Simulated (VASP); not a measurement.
Write the native input for VASP 6.6.1 that does the following.

```yaml
Task: single point
Functional: PBE
Potentials_or_basis: VASP PAW PBE potentials, release 64 (Cd_sv_GW)
Cutoff: 540 eV
k_mesh: 3 × 3 × 1, shifted
Occupations: gaussian, width 0.1 eV
Spin: no spin polarisation
Dipole_correction: no
Second_run: valence_matched
Further_INCAR_settings: ALGO = Normal; EDIFF = 1e-06; NBANDS = 27; ISYM = 0
```

The structure of Cd lies in POSCAR:

```
Cd
1.0
    2.9788725081      0.0000000000      0.0000000000
   -1.4894362540      2.5797792666      0.0000000000
    0.0000000000      0.0000000000      5.6176500000
Cd
2
Direct
    0.3333333333      0.6666666667      0.2500000000
    0.6666666667      0.3333333333      0.7500000000
```

One way to write it, as run:

INCAR

```
PREC = Accurate
ENCUT = 540
EDIFF = 1E-6
ISMEAR = 0
SIGMA = 0.1
LREAL = F
LASPH = T
NELM = 120
ALGO = Normal
ISIF = 2
LWAVE = F
LCHARG = F
GGA = PE
ISYM = 0
NBANDS = 27
GGA_COMPAT = F
```

KPOINTS

```
Automatic mesh
0
Gamma
  3 3 1
  0.36 0.28 0.47
```

Potentials or basis: VASP PAW PBE potentials, release 64 (Cd_sv_GW).

The run is started by

```console
$ cat potpaw_PBE.64/Cd_sv_GW/POTCAR > POTCAR
$ mpirun -np 1 vasp_std > vasp.out
```

Results of the run:

```json
{
 "Pressure": "-6.0 GPa",
 "Band gap on the k mesh": "1.31 eV, indirect (least direct gap 1.40 eV)"
}
```

Caveat: the k points lie up to 1.12 Å⁻¹ apart.

It used 100 s of CPU time on 1 thread of AMD EPYC 7R13 Processor (Zen 3), with other jobs on the host.
